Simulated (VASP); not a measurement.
Si29Sn3: single point with HSE06

Crystal: Si29Sn3.

```
Si Sn
1.0
    11.07971    0.00000    0.00000
     0.00000   11.07971    0.00000
     0.00000    0.00000   11.07971
Si Sn
58 6
Direct
  0.99284 0.99192 0.99423
  0.00209 0.00630 0.49881
  0.99866 0.49645 0.00172
  0.00424 0.49611 0.49685
  0.50886 0.00662 0.99374
  0.49926 0.99907 0.49788
  0.49165 0.51230 0.01120
  0.49774 0.49930 0.49853
  0.12676 0.12684 0.62566
  0.12323 0.62239 0.12344
  0.13270 0.61786 0.61537
  0.62810 0.12605 0.12610
  0.63369 0.11529 0.61331
  0.62625 0.62585 0.12969
  0.61682 0.61888 0.63164
  0.25664 0.25878 0.99376
  0.24672 0.25163 0.49785
  0.24202 0.74264 0.99411
  0.25305 0.74897 0.49889
  0.76311 0.24141 0.01127
  0.75175 0.24982 0.49804
  0.74623 0.74846 0.00200
  0.37496 0.37792 0.12740
  0.36384 0.38265 0.61349
  0.37539 0.87472 0.62561
  0.87620 0.37499 0.12839
  0.87793 0.37483 0.62255
  0.87240 0.87157 0.12452
  0.87685 0.89310 0.62466
  0.25055 0.00030 0.26839
  0.24946 0.99910 0.75120
  0.24887 0.50007 0.25061
  0.24959 0.50051 0.74724
  0.74978 0.00080 0.24814
  0.75019 0.00308 0.75023
  0.75013 0.49731 0.24753
  0.75730 0.50466 0.74430
  0.37684 0.12907 0.38057
  0.36915 0.11893 0.87863
  0.37649 0.62406 0.37505
  0.37110 0.62566 0.87384
  0.87394 0.12673 0.37458
  0.87601 0.12361 0.87402
  0.88384 0.61638 0.36619
  0.86930 0.61963 0.88248
  0.99144 0.26020 0.25986
  0.00077 0.25011 0.75002
  0.00256 0.74954 0.24738
  0.50046 0.25044 0.24987
  0.50785 0.74158 0.25771
  0.49772 0.75001 0.75264
  0.12531 0.37490 0.37473
  0.12523 0.37730 0.87218
  0.12301 0.87269 0.38043
  0.13051 0.87945 0.87983
  0.62521 0.37482 0.37505
  0.61762 0.88264 0.36658
  0.62727 0.87506 0.87247
  0.12172 0.12843 0.12750
  0.74958 0.75153 0.49781
  0.37732 0.87173 0.12609
  0.00185 0.74947 0.74849
  0.49337 0.24352 0.73712
  0.63104 0.37944 0.88584
```

```json
{
  "Program": "VASP 6.6.1",
  "Task": "single point",
  "Functional": "HSE06",
  "Potentials or basis": "VASP PAW PBE potentials, release 64 (Si, Sn_d)",
  "Cutoff": "520 eV",
  "k mesh": "1 × 1 × 1",
  "Occupations": "fermi-dirac, width 0.05 eV",
  "Spin": "no spin polarisation"
}
```

The pressure is 0.4 GPa and the largest force is 0.074 eV/Å. The band gap on the k mesh is 1.02 eV.

Forces on the atoms (eV/Å):
```
Si   0.043  0.021  0.004
Si  -0.039 -0.019  0.020
Si  -0.029  0.015  0.006
Si   0.017  0.031 -0.027
Si  -0.038  0.002  0.010
Si   0.030  0.012 -0.029
Si   0.038 -0.036 -0.021
Si  -0.031  0.002  0.021
Si   0.005 -0.009 -0.020
Si   0.018 -0.002 -0.019
Si  -0.018  0.000  0.017
Si   0.027 -0.021 -0.035
Si  -0.040  0.024  0.036
Si  -0.040 -0.004  0.014
Si   0.039 -0.007 -0.017
Si  -0.005 -0.036  0.015
Si   0.018  0.031 -0.008
Si   0.020  0.035  0.004
Si  -0.014 -0.029 -0.001
Si  -0.033  0.050 -0.025
Si  -0.007 -0.028  0.002
Si   0.023 -0.032  0.007
Si  -0.009  0.026 -0.029
Si   0.035 -0.037  0.029
Si  -0.005  0.011 -0.009
Si   0.003 -0.023  0.012
Si  -0.018  0.032  0.004
Si   0.007  0.028 -0.019
Si  -0.005 -0.031 -0.010
Si  -0.001  0.012 -0.032
Si  -0.003 -0.002  0.047
Si   0.002 -0.011  0.009
Si   0.002  0.003 -0.045
Si  -0.023 -0.002  0.018
Si   0.032  0.000 -0.054
Si   0.035  0.022 -0.001
Si  -0.038 -0.013  0.062
Si  -0.050 -0.054  0.001
Si   0.041  0.030 -0.029
Si   0.028  0.007 -0.003
Si  -0.017 -0.008  0.033
Si   0.019  0.024  0.002
Si  -0.014 -0.024  0.034
Si  -0.018  0.006  0.031
Si   0.015  0.003 -0.038
Si   0.029 -0.026 -0.045
Si  -0.002  0.002  0.007
Si  -0.014 -0.027  0.013
Si  -0.008  0.002  0.000
Si  -0.023  0.030 -0.034
Si   0.003 -0.027 -0.006
Si  -0.029 -0.010  0.010
Si   0.024  0.002  0.006
Si   0.034  0.046 -0.009
Si  -0.033 -0.033  0.003
Si   0.006  0.010  0.011
Si   0.015 -0.049  0.036
Si  -0.005  0.031  0.005
Sn   0.002 -0.019  0.027
Sn   0.015  0.026 -0.004
Sn  -0.012  0.011  0.015
Sn  -0.013  0.015 -0.001
Sn   0.011  0.021  0.014
Sn  -0.002 -0.009 -0.011
```

Stress tensor (GPa, compression positive):
```
 0.36 -0.03 -0.07
-0.03  0.39 -0.04
-0.07 -0.04  0.41
```

Levels at points of the mesh, in eV from the valence-band top:
| k point | band 155 | band 156 | band 157 | band 158 | band 159 | band 160 | band 161 | band 162 |
| --- | --- | --- | --- | --- | --- | --- | --- | --- |
| (0.00, 0.00, 0.00) | -0.99 | -0.09 | -0.04 | 0.00 | 1.02 | 1.08 | 1.10 | 1.14 |

Run time: 5.9 min on 1 × NVIDIA H100 80GB with 1 thread of Intel(R) Xeon(R) Platinum 8481C CPU @ 2.70GHz (Sapphire Rapids) (shared host), peak memory 1.6 GiB.

Caveat: the k points lie up to 0.57 Å⁻¹ apart; the PAW data sets were made with another functional, which shifts forces and pressure a little; spin-orbit coupling is left out, which moves the levels of the heavy elements. A k mesh can miss the band edges.
